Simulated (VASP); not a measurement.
A run of VASP 6.6.1:

The input INCAR:

```
SYSTEM = BiSbPd2
ALGO = Normal
EDIFF = 1E-7
EDIFFG = -0.02
ENCUT = 600
GGA = PS
IBRION = 2
ISIF = 3
ISMEAR = -1
LASPH = .TRUE.
LCHARG = .FALSE.
LREAL = .FALSE.
LWAVE = .FALSE.
NELM = 80
NSW = 80
PREC = Accurate
PSTRESS = 50.0
SIGMA = 0.15
```

Contents of KPOINTS:

```
k-points
0
G
  7 7 4
  0 0 0
```

The input POSCAR:

```
BiSbPd2
1.0
    4.1900860000      0.0000000000      0.0000000000
   -2.0950430000      3.6287209200      0.0000000000
    0.0000000000      0.0000000000      5.6925030000
Sb Bi Pd
1 1 2
Direct
    0.6666666667      0.3333333333      0.0000000000
    0.0000000000      0.0000000000      0.5000000000
    0.3333333333      0.6666666667      0.7565121900
    0.3333333333      0.6666666667      0.2434878100
```

Potentials or basis: VASP PAW PBE potentials, release 64 (Sb, Bi_d, Pd).

Launch:

```sh
$ cat potpaw_PBE.64/Sb/POTCAR potpaw_PBE.64/Bi_d/POTCAR potpaw_PBE.64/Pd/POTCAR > POTCAR
$ mpirun -np 1 vasp_std > vasp.out
```

Hardware: 1 thread of Intel(R) Xeon(R) 6975P-C (Granite Rapids), on a shared host.

Question: How long does it take, and how much memory?

Answer: Run time: 2.6 min on 1 thread of Intel(R) Xeon(R) 6975P-C (Granite Rapids) (shared host), peak memory 0.31 GiB. Counts: scf iterations 80, k points 24, ion steps 9.
